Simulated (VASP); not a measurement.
# ZnS in VASP: a series of runs

ZnS is run at these levels: r2SCAN; tasks: dielectric tensor.

Program: VASP 6.6.1. These are calculated values, not measurements. Logs are shortened: lines on timing, memory, paths and dates and some standing lists are left out, and cuts for length are marked.

## (1) The cell of the first run

It takes space group F-43m (No. 216, cubic). The conventional cell has a = 5.388 Å, b = 5.388 Å, c = 5.388 Å, α = 90.00°, β = 90.00°, γ = 90.00°. Within 3.1 Å of Zn (site symmetry -43m) lie 4 S at 2.33 Å. S (site symmetry -43m) has 4 Zn at 2.33 Å within 3.1 Å.

## (2) Dielectric tensor, r2SCAN

Input file INCAR:

```
SYSTEM = ZnS
PREC = Accurate
ENCUT = 520
EDIFF = 1E-8
ISMEAR = 0
SIGMA = 0.01
LREAL = .False.
LASPH = .True.
NELM = 100
ALGO = Normal
ISIF = 2
LWAVE = .False.
LCHARG = .False.
METAGGA = R2SCAN
LMIXTAU = .True.
LCALCEPS = .True.
```

Input file KPOINTS:

```
regular mesh
0
Gamma
  6 6 6
  0 0 0
```

Input file POSCAR:

```
ZnS
1.0
    0.0000000000      2.6940858315      2.6940858315
    2.6940858315      0.0000000000      2.6940858315
    2.6940858315      2.6940858315      0.0000000000
Zn S
1 1
Direct
    0.0000000000      0.0000000000      0.0000000000
    0.2500000000      0.2500000000      0.2500000000
```

Potentials or basis: VASP PAW PBE potentials, release 64 (Zn, S).

On the command line:

```bash
> cat potpaw_PBE.64/Zn/POTCAR potpaw_PBE.64/S/POTCAR > POTCAR
> mpirun -np 1 vasp_std > vasp.out
```

OUTCAR:

```text
SYSTEM = ZnS
   PREC = Accurate
   ENCUT = 520
   EDIFF = 1E-8
   ISMEAR = 0
   LREAL = .False.
   LASPH = .True.
   NELM = 100
   ISIF = 2
   METAGGA = R2SCAN

 ion  position               nearest neighbor table
   1  0.000  0.000  0.000-   2 2.33   2 2.33   2 2.33   2 2.33
   2  0.250  0.250  0.250-   1 2.33   1 2.33   1 2.33   1 2.33

  LATTYP: Found a face centered cubic cell.
 ALAT       =     5.3881716630

  Lattice vectors:

 A1 = (   0.0000000000,   2.6940858315,   2.6940858315)
 A2 = (   2.6940858315,   0.0000000000,   2.6940858315)
 A3 = (   2.6940858315,   2.6940858315,   0.0000000000)

Analysis of symmetry for initial positions (statically):
=====================================================================
 Subroutine PRICEL returns:
 Original cell was already a primitive cell.

 Routine SETGRP: Setting up the symmetry group for a
 face centered cubic supercell.

 Subroutine GETGRP returns: Found 24 space group operations
 (whereof 24 operations were pure point group operations)
 out of a pool of 48 trial point group operations.

The static configuration has the point symmetry T_d .

Analysis of symmetry for dynamics (positions and initial velocities):
=====================================================================
 Subroutine PRICEL returns:
 Original cell was already a primitive cell.

 Routine SETGRP: Setting up the symmetry group for a
 face centered cubic supercell.

 Subroutine GETGRP returns: Found 24 space group operations
 (whereof 24 operations were pure point group operations)
 out of a pool of 48 trial point group operations.

The dynamic configuration has the point symmetry T_d .

 Subroutine INISYM returns: Found 24 space group operations
 (whereof 24 operations are pure point group operations),
 and found     1 'primitive' translations

----------------------------------------------------------------------------------------

                                     Primitive cell

  volume of cell :      39.1079

  direct lattice vectors                    reciprocal lattice vectors
     0.000000000  2.694085831  2.694085831    -0.185591711  0.185591711  0.185591711
     2.694085831  0.000000000  2.694085831     0.185591711 -0.185591711  0.185591711
     2.694085831  2.694085831  0.000000000     0.185591711  0.185591711 -0.185591711

  length of vectors
     3.810012721  3.810012721  3.810012721     0.321454274  0.321454274  0.321454274

  position of ions in fractional coordinates (direct lattice)
     0.000000000  0.000000000  0.000000000
     0.250000000  0.250000000  0.250000000

  ion indices of the primitive-cell ions
   primitive index   ion index
                 1           1
                 2           2

----------------------------------------------------------------------------------------

 KPOINTS: regular mesh

Automatic generation of k-mesh.
 Grid dimensions read from file:
 generate k-points for:    6    6    6

 Generating k-lattice:

  Cartesian coordinates                     Fractional coordinates (reciprocal lattice)
    -0.030931952  0.030931952  0.030931952     0.166666667  0.000000000  0.000000000
     0.030931952 -0.030931952  0.030931952     0.000000000  0.166666667  0.000000000
     0.030931952  0.030931952 -0.030931952     0.000000000  0.000000000  0.166666667

  Length of vectors
     0.053575712  0.053575712  0.053575712

  Shift w.r.t. Gamma in fractional coordinates (k-lattice)
     0.000000000  0.000000000  0.000000000

 Subroutine IBZKPT returns following result:
 ===========================================

 Found     16 irreducible k-points:

 Following reciprocal coordinates:
            Coordinates               Weight
  0.000000  0.000000  0.000000      1.000000
  0.166667  0.000000  0.000000      8.000000
  0.333333  0.000000  0.000000      8.000000
  0.500000  0.000000  0.000000      4.000000
  0.166667  0.166667  0.000000      6.000000
  0.333333  0.166667  0.000000     24.000000
[... 8 lines left out ...]
 -0.333333  0.333333  0.166667     24.000000
 -0.333333  0.500000  0.166667     12.000000
   k-points           NKPTS =     16   k-points in BZ     NKDIM =     16   number of bands    NBANDS=     13
   number of dos      NEDOS =    301   number of ions     NIONS =      2
   total plane-waves  NPLWV =  21952
   dimension x,y,z NGX =    28 NGY =   28 NGZ =   28
   dimension x,y,z NGXF=    56 NGYF=   56 NGZF=   56
   ions per type =               1   1
   NGX,Y,Z   is equivalent  to a cutoff of  12.22, 12.22, 12.22 a.u.
   NGXF,Y,Z  is equivalent  to a cutoff of  24.44, 24.44, 24.44 a.u.
 SYSTEM =  ZnS
   PREC   = accura    normal or accurate (medium, high low for compatibility)
   ISTART =      0    job   : 0-new  1-cont  2-samecut
   ICHARG =      2    charge: 1-file 2-atom 10-const
   ISPIN  =      1    spin polarized calculation?
   LNONCOLLINEAR =      F non collinear calculations
   LSORBIT =      F    spin-orbit coupling
   LASPH  =      T    aspherical Exc in radial PAW
   ENCUT  =  520.0 eV  38.22 Ry    6.18 a.u.   7.08  7.08  7.08*2*pi/ulx,y,z
   NELM   =    100;   NELMIN=  2; NELMDL= -5     # of ELM steps
   EDIFF  = 0.1E-07   stopping-criterion for ELM
   LREAL  =      F    real-space projection
   EDIFFG = 0.1E-06   stopping-criterion for IOM
   NSW    =      0    number of steps for IOM
   IBRION =     -1    ionic relax: 0-MD 1-quasi-New 2-CG
   NFREE  =      0    steps in history (QN), initial steepest desc. (CG)
   ISIF   =      2    stress and relaxation
   ISYM   =      2    0-nonsym 1-usesym 2-fastsym
   POTIM  = 0.5000    time-step for ionic-motion
   TEBEG  =    0.0;   TEEND  =   0.0 temperature during run
   PSTRESS=    0.0 pullay stress
   NELECT =      18.0000    total number of electrons
   NUPDOWN=      -1.0000    fix difference up-down
   EMIN   =  10.00;   EMAX   =-10.00  energy-range for DOS
   EFERMI =   0.00;   METHOD = LEGACY
   ISMEAR =     0;   SIGMA  =   0.01  broadening in eV -4-tet -1-fermi 0-gaus
   EFERMI_NEDOS =   21; number of points for ismear=-14 and -15
   IALGO  =     38    algorithm
   IMIX   =      4    mixing-type and parameters
     AMIX     =   0.40;   BMIX     =  1.00
     AMIX_MAG =   1.60;   BMIX_MAG =  1.00
  volume/ion in A,a.u.               =      19.55       131.96
  Fermi-wavevector in a.u.,A,eV,Ry     =   1.263992  2.388598 21.737690  1.597675
  Thomas-Fermi vector in A             =   2.397320
   LORBIT       =      0    0 simple, 1 ext, 2 COOP (PROOUT), +10 PAW based schemes
   METAGGA = R2SCAN    functional components
   LHFCALC =     F    Hartree Fock is set to
   AEXX    =    0.0000 exact exchange contribution
   IVDW    =     0    specifies the selected vdW correction
   LEPSILON=     F    determine dielectric tensor
   LRPA    =     F    only Hartree local field effects (RPA)
   LRPA       =     F
 non-spin polarized calculation
 Gauss-broadening in eV      SIGMA  =   0.01
  energy-cutoff  :      520.00
  volume of cell :       39.11
 maximum number of plane-waves:      1067
   NGX = 15   NGY = 15   NGZ = 15

 number of electron      18.0000006 magnetization

 Free energy of the ion-electron system (eV)
  ---------------------------------------------------
  ext. energy  EPLUGINS =         0.00000000
  ---------------------------------------------------
  free energy    TOTEN  =       -18.86398725 eV

  energy without entropy =      -18.86398725  energy(sigma->0) =      -18.86398725

 E-fermi :   1.9603     XC(G=0): -10.3281

 val. band max:        1.9156594769   @ k =   0.0000   0.0000   0.0000
 cond. band min:   10000.0000000000   @ k =   0.0000   0.0000   0.0000
 fundamental gap:   9998.0843405231
 Fermi energy:         1.9603104879

 k-point     1 :       0.0000    0.0000    0.0000
  band No.  band energies     occupation
      1     -11.8231      2.00000
      2      -4.6212      2.00000
      3      -4.6207      2.00000
      4      -4.6202      2.00000
      5      -4.0636      2.00000
      6      -4.0636      2.00000
      7       1.9155      2.00000
      8       1.9156      2.00000
      9       1.9157      2.00000
     10   10000.0000      0.00000
     11   10000.0000      0.00000
     12   10000.0000      0.00000
     13   10000.0000      0.00000
[... 353 lines left out ...]
 k-point    24 :       0.0000    0.3333    0.1667
  band No.  band energies     occupation
      1     -11.1505      2.00000
      2      -4.5992      2.00000
      3      -4.4707      2.00000
      4      -4.4542      2.00000
      5      -4.0843      2.00000
      6      -4.0270      2.00000
      7      -1.3569      2.00000
      8       0.6690      2.00000
      9       0.7224      2.00000
     10   10000.0000      0.00000
     11   10000.0000      0.00000
     12   10000.0000      0.00000
     13   10000.0000      0.00000

 [... further k-points ...]

------------------------ aborting loop because EDIFF is reached ----------------------------------------

            Ionic dipole moment: p[ion]=(     8.08226     8.08226     8.08226 ) |e| Angst

 Total electronic dipole moment: p[elc]=(     0.00444     0.00444     0.01382 ) |e| Angst

 MACROSCOPIC STATIC DIELECTRIC TENSOR (including local field effects)
 ------------------------------------------------------
           5.340230     0.000000    -0.000000
           0.000000     5.340230    -0.000000
           0.000000     0.000000     5.340230
 ------------------------------------------------------

 PIEZOELECTRIC TENSOR (including local field effects) (e Angst)
          XX          YY          ZZ          XY          YZ          ZX
  --------------------------------------------------------------------------------
  x    -0.00000    -0.00000    -0.00000     0.00000    -1.60863    -0.00000
  y     0.00000    -0.00000     0.00000    -0.00000     0.00000    -1.60863
  z     0.00000     0.00000    -0.00000    -1.60863     0.00000     0.00000

 PIEZOELECTRIC TENSOR (including local field effects) (C/m^2)
          XX          YY          ZZ          XY          YZ          ZX
  --------------------------------------------------------------------------------
  x    -0.00000    -0.00000    -0.00000     0.00000    -0.65902    -0.00000
  y     0.00000    -0.00000     0.00000    -0.00000     0.00000    -0.65902
  z     0.00000     0.00000    -0.00000    -0.65902     0.00000     0.00000

 BORN EFFECTIVE CHARGES (including local field effects) (in |e|, cummulative output)
 ---------------------------------------------------------------------------------
 ion    1
    1     1.98907     0.00000    -0.00000
    2     0.00000     1.98907     0.00000
    3    -0.00000     0.00000     1.98907
 ion    2
    1    -1.98907     0.00000     0.00000
    2     0.00000    -1.98907     0.00000
    3     0.00000     0.00000    -1.98907

  FORCE on cell =-STRESS in cart. coord.  units (eV):
  Direction    XX          YY          ZZ          XY          YZ          ZX
  --------------------------------------------------------------------------------------
  -------------------------------------------------------------------------------------
  Total        0.0215994      0.0215994      0.0215994      0.0000000      0.0000000      0.0000000
  in kB        0.8848860      0.8848860      0.8848860      0.0000000      0.0000000      0.0000000
  external PRESSURE =       0.8848860 kB  Pullay stress =       0.0000000 kB

 VOLUME and BASIS-vectors are now :
 -----------------------------------------------------------------------------
  energy-cutoff  :      520.00
  volume of cell :       39.11
      direct lattice vectors                 reciprocal lattice vectors
     0.000000000  2.694085831  2.694085831    -0.185591711  0.185591711  0.185591711
     2.694085831  0.000000000  2.694085831     0.185591711 -0.185591711  0.185591711
     2.694085831  2.694085831  0.000000000     0.185591711  0.185591711 -0.185591711

 POSITION                                       TOTAL-FORCE (eV/Angst)
 -----------------------------------------------------------------------------------
      0.00000      0.00000      0.00000        -0.000000     -0.000000      0.000000
      1.34704      1.34704      1.34704         0.000000      0.000000     -0.000000
 -----------------------------------------------------------------------------------
    total drift:                                0.000011      0.000011      0.000011

  FREE ENERGIE OF THE ION-ELECTRON SYSTEM (eV)
  ---------------------------------------------------
  free  energy   TOTEN  =       -18.8639872471 eV

  energy  without entropy=      -18.8639872471  energy(sigma->0) =      -18.86398725
```

It took 27 min on 1 thread of Intel Xeon Platinum 8259CL at 2.50GHz (Skylake/Cascade Lake), shared host; peak memory 0.29 GiB.

What came out:

* Band gap on the k mesh: 2.72 eV
* Electronic dielectric tensor (diagonal): 5.34
* Born charges (mean of the diagonal): Zn +1.99; S -1.99 e

Levels at points of the mesh, in eV from the valence-band top:
```csv
k point,band 5,band 6,band 7,band 8,band 9,band 10,band 11,band 12,band 13
"(0.00, 0.00, 0.00)",-5.98,-5.98,0.00,0.00,0.00,2.72,6.89,6.89,6.89
"(0.50, 0.00, 0.00)",-5.95,-5.78,-5.46,-0.90,-0.90,3.83,7.39,7.39,9.45
"(0.50, 0.50, 0.00)",-5.90,-5.76,-4.65,-2.31,-2.31,3.71,4.48,11.83,12.88
```

Electronic dielectric tensor:
```
5.34 0.00 0.00
0.00 5.34 0.00
0.00 0.00 5.34
```

Born effective charge tensors (e):
atom 1, Zn
```
1.99 0.00 0.00
0.00 1.99 0.00
0.00 0.00 1.99
```
atom 2, S
```
-1.99  0.00  0.00
 0.00 -1.99  0.00
 0.00  0.00 -1.99
```

Dipole moments of the cell (e·Å, modulo the quantum): ionic 8.082, 8.082, 8.082; electronic 0.004, 0.004, 0.014

Caveat: the PAW data sets were made with another functional, which shifts forces and pressure a little.

## (3) Dielectric tensor, r2SCAN (epitaxial 111 strain -3.0%)

Input file INCAR:

```
PREC = Accurate ; ENCUT = 520
EDIFF = 1E-8 ; ISMEAR = 0
SIGMA = 0.01 ; LREAL = F
LASPH = T ; NELM = 80
ALGO = Normal ; ISIF = 2
LWAVE = F ; LCHARG = F
METAGGA = R2SCAN ; LMIXTAU = T
LCALCEPS = T
```

Input file KPOINTS:

```
regular mesh
0
Gamma
  6 6 6
```

Input file POSCAR:

```
ZnS
1.0
    0.0893056153      2.7025688719      2.7025688719
    2.7025688719      0.0893056153      2.7025688719
    2.7025688719      2.7025688719      0.0893056153
Zn S
1 1
Direct
    0.0031629210      0.0031629210      0.0031629210
    0.2468370790      0.2468370790      0.2468370790
```

Potentials or basis: VASP PAW PBE potentials, release 64 (Zn, S).

On the command line:

```bash
> cat potpaw_PBE.64/Zn/POTCAR potpaw_PBE.64/S/POTCAR > POTCAR
> mpirun -np 1 vasp_std > vasp.out
```

OUTCAR:

```text
PREC = Accurate
   ENCUT = 520
   EDIFF = 1E-8
   ISMEAR = 0
   LREAL = F
   LASPH = T
   NELM = 80
   ISIF = 2
   METAGGA = R2SCAN

 ion  position               nearest neighbor table
   1  0.003  0.003  0.003-   2 2.30   2 2.30   2 2.30   2 2.32
   2  0.247  0.247  0.247-   1 2.30   1 2.30   1 2.30   1 2.32

  LATTYP: Found a trigonal (rhomboedric) cell.
 ALAT       =     3.8230527733
 COS(alpha) =     0.5327538428

  Lattice vectors:

 A1 = (   0.0893056153,   2.7025688719,   2.7025688719)
 A2 = (   2.7025688719,   0.0893056153,   2.7025688719)
 A3 = (   2.7025688719,   2.7025688719,   0.0893056153)

Analysis of symmetry for initial positions (statically):
=====================================================================
 Subroutine PRICEL returns:
 Original cell was already a primitive cell.

 Routine SETGRP: Setting up the symmetry group for a
 trigonal (rhombohedral) supercell.

[... 577 lines left out ...]
  y    -0.06985     0.13456    -0.06985    -0.00038    -0.00039    -1.52627
  z    -0.06985    -0.06985     0.13456    -1.52627    -0.00038    -0.00039

 PIEZOELECTRIC TENSOR (including local field effects) (C/m^2)
          XX          YY          ZZ          XY          YZ          ZX
  --------------------------------------------------------------------------------
  x     0.05746    -0.02983    -0.02983    -0.00017    -0.65170    -0.00016
  y    -0.02983     0.05746    -0.02983    -0.00016    -0.00017    -0.65170
  z    -0.02983    -0.02983     0.05746    -0.65170    -0.00016    -0.00017

 BORN EFFECTIVE CHARGES (including local field effects) (in |e|, cummulative output)
 ---------------------------------------------------------------------------------
 ion    1
    1     1.94199     0.04190     0.04190
    2     0.04190     1.94199     0.04190
    3     0.04190     0.04190     1.94199
 ion    2
    1    -1.94199    -0.04190    -0.04190
    2    -0.04190    -1.94199    -0.04190
    3    -0.04190    -0.04190    -1.94199

  FORCE on cell =-STRESS in cart. coord.  units (eV):
  Direction    XX          YY          ZZ          XY          YZ          ZX
  --------------------------------------------------------------------------------------
  -------------------------------------------------------------------------------------
  Total        0.8405413      0.8405413      0.8405413     -0.4135797     -0.4135797     -0.4135797
  in kB       35.8905085     35.8905085     35.8905085    -17.6595550    -17.6595550    -17.6595550
  external PRESSURE =      35.8905085 kB  Pullay stress =       0.0000000 kB

 VOLUME and BASIS-vectors are now :
 -----------------------------------------------------------------------------
  energy-cutoff  :      520.00
  volume of cell :       37.52
      direct lattice vectors                 reciprocal lattice vectors
     0.089305615  2.702568872  2.702568872    -0.194441529  0.188221794  0.188221794
     2.702568872  0.089305615  2.702568872     0.188221794 -0.194441529  0.188221794
     2.702568872  2.702568872  0.089305615     0.188221794  0.188221794 -0.194441529

 POSITION                                       TOTAL-FORCE (eV/Angst)
 -----------------------------------------------------------------------------------
      0.01738      0.01738      0.01738         0.003748      0.003748      0.003748
      1.35623      1.35623      1.35623        -0.003748     -0.003748     -0.003748
 -----------------------------------------------------------------------------------
    total drift:                                0.005156      0.005156      0.005157

  FREE ENERGIE OF THE ION-ELECTRON SYSTEM (eV)
  ---------------------------------------------------
  free  energy   TOTEN  =       -18.8252752099 eV

  energy  without entropy=      -18.8252752099  energy(sigma->0) =      -18.82527521
```

stdout:

```text
POSCAR found type information on POSCAR ZnS
 POSCAR found :  2 types and       2 ions
 scaLAPACK will be used
 -----------------------------------------------------------------------------
|                                                                             |
[... 100 lines left out ...]
dp_tot=(  0.193E-03  0.193E-03  0.916E-02 )  diag[e(oo)]=(    ---      ---    5.41635 )
 p_tot=(  0.826E+01  0.826E+01  0.827E+01 )
dp_tot=(  0.190E-03  0.190E-03  0.913E-02 )  diag[e(oo)]=(    ---      ---    5.40270 )
 p_tot=(  0.826E+01  0.826E+01  0.827E+01 )
dp_tot=(  0.189E-03  0.189E-03  0.910E-02 )  diag[e(oo)]=(    ---      ---    5.38778 )
 final diagonalization full
 p_tot=(  0.826E+01  0.826E+01  0.827E+01 )
dp_tot=(  0.187E-03  0.187E-03  0.908E-02 )  diag[e(oo)]=(    ---      ---    5.37767 )
```

Run time: 32 min. Hardware: 1 thread of Intel Xeon Platinum 8259CL at 2.50GHz (Skylake/Cascade Lake), shared host; peak memory 0.29 GiB.

What came out:

```
Band gap on the k mesh                  : 2.73 eV
Electronic dielectric tensor (diagonal) : 5.38
Born charges (mean of the diagonal)     : Zn +1.94; S -1.94 e
```

Electronic dielectric tensor:
```
5.38 0.09 0.09
0.09 5.38 0.09
0.09 0.09 5.38
```

Born effective charge tensors (e):
atom 1, Zn
```
1.94 0.04 0.04
0.04 1.94 0.04
0.04 0.04 1.94
```
atom 2, S
```
-1.94 -0.04 -0.04
-0.04 -1.94 -0.04
-0.04 -0.04 -1.94
```

Dipole moments of the cell (e·Å, modulo the quantum): ionic 8.346, 8.346, 8.346; electronic -0.083, -0.083, -0.074

Caveat: the cell differs from its parent crystal (epitaxial 111 strain -3.0%); the PAW data sets were made with another functional, which shifts forces and pressure a little.

(Part 1 of 2 ends here.)

The gap in the log of VASP goes by the Fermi energy; the results here count the filled bands.